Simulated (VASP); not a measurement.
A run of VASP 6.6.1 is set up as follows.

File INCAR:

```
SYSTEM = Lu
PREC = Accurate ; ENCUT = 520
EDIFF = 1E-6 ; ISMEAR = -1
SIGMA = 0.05 ; LREAL = .False.
LASPH = .True. ; NELM = 100
ALGO = Normal ; ISIF = 2
LWAVE = .False. ; LCHARG = .False.
GGA = PE ; NBANDS = 44
```

Contents of KPOINTS:

```
regular mesh
0
Gamma
  10 10 10
  0 0 0
```

File POSCAR:

```
Lu
1.0
    1.7692750853      1.0214914468      8.6242728152
   -1.7692750853      1.0214914468      8.6242728152
    0.0000000000     -2.0429828936      8.6242728152
Lu
3
Direct
    0.0000000000      0.0000000000      0.0000000000
    0.7783086100      0.7783086100      0.7783086100
    0.2216913900      0.2216913900      0.2216913900
```

Potentials or basis: VASP PAW PBE potentials, release 64 (Lu).

Run with:

```sh
$ cat potpaw_PBE.64/Lu/POTCAR > POTCAR
$ mpirun -np 1 vasp_std > vasp.out
```

Question: What does it give for the band gap on the k mesh?

Answer: Zero (an odd number of electrons rules out a gap without spin polarisation).

Question: Estimate the largest force.

Answer: 0.010 eV/Å.

Question: Estimate the pressure.

Answer: -2.8 GPa.

Stress tensor (GPa, compression positive):
```
-2.32  0.00  0.00
 0.00 -2.32  0.00
 0.00  0.00 -3.65
```

Caveat: spin-orbit coupling is left out, which moves the levels of the heavy elements.
